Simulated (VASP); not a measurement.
Here is a VASP 6.6.1 calculation.

INCAR

```
PREC     = Accurate       # precision mode
ENCUT    = 520            # plane-wave cutoff, eV
EDIFF    = 1E-7           # SCF threshold, eV
ISMEAR   = 0              # smearing method
SIGMA    = 0.15           # smearing width, eV
LREAL    = False          # projectors in reciprocal space
LASPH    = True           # aspherical terms in the spheres
NELM     = 150            # most SCF steps
ALGO     = Normal         # electronic algorithm
ISIF     = 2              # what is computed and relaxed
LWAVE    = False          # write WAVECAR
LCHARG   = False          # write CHGCAR
ISPIN    = 2              # spin polarisation
MAGMOM   = 1 0            # initial moments
LORBIT   = 11             # projections on sites
NUPDOWN  = 1.0            # fixed moment
LMAXMIX  = 4              # l up to which the mixer works
NBANDS   = 18             # bands
```

File KPOINTS:

```
Automatic mesh
0
Gamma
  21 21 12
```

Contents of POSCAR:

```
TiAl
1.0
    2.8120068102      0.0000000000      0.0000000000
   -1.4060034051      2.4352693333      0.0000000000
    0.0000000000      0.0000000000      4.5900455634
Ti Al
1 1
Direct
    0.0000000000      0.0000000000      0.0000000000
    0.3333333333      0.6666666667      0.5000000000
```

Potentials or basis: VASP PAW LDA potentials, release 64 (Ti_sv, Al).

Launch:

```bash
$ cat potpaw_LDA.64/Ti_sv/POTCAR potpaw_LDA.64/Al/POTCAR > POTCAR
$ mpirun -np 1 vasp_std > vasp.out
```

**Question.** What does it give for the pressure?

**Answer.** 1.0 GPa.

Stress tensor (GPa, compression positive):
```
 2.36  0.00  0.00
 0.00  2.36  0.00
 0.00  0.00 -1.58
```

Caveat: the total moment is fixed, so each spin has its own Fermi level.
